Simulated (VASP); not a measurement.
As, 2 atoms in the cell. The structure is hexagonal, space group P6/mmm (No. 191). The conventional cell has a = 4.566 Å, b = 4.566 Å, c = 2.834 Å, α = 90.00°, β = 90.00°, γ = 120.00°. As (site symmetry -6m2) has 5 As at 2.64 to 2.83 Å within 3.5 Å. This isn't the form of As at room conditions, which is rhombohedral.

| Item | Value |
| --- | --- |
| Program | VASP 6.6.1 |
| Task | single point |
| Functional | r2SCAN0 |
| Potentials or basis | VASP PAW PBE potentials, release 64 (As) |
| Cutoff | 520 eV |
| k mesh | 4 × 4 × 5 |
| Occupations | fermi-dirac, width 0.05 eV |
| Spin | no spin polarisation |
| Dipole correction | no |
| Grid for exact exchange (PRECFOCK) | Normal |
| Further INCAR settings | ALGO = Normal; EDIFF = 1e-06; NBANDS = 12 |
| Share of exact exchange | 0.25 |

Potentials or basis: VASP PAW PBE potentials, release 64 (As).

Run with:

```console
$ cat potpaw_PBE.64/As/POTCAR > POTCAR
$ cp INCAR.step1 INCAR
$ mpirun -np 1 vasp_std > vasp.out
$ cp INCAR.step2 INCAR
$ mpirun -np 1 vasp_std > vasp.out
```

Hardware: 1 thread of AMD EPYC 7R13 Processor (Zen 3), on a shared host.

Task: How long does it take, and how much memory?

Result: Wall time 9.4 min on 1 thread of AMD EPYC 7R13 Processor (Zen 3) (shared host), peak memory 0.16 GiB. Counts: k points 21.
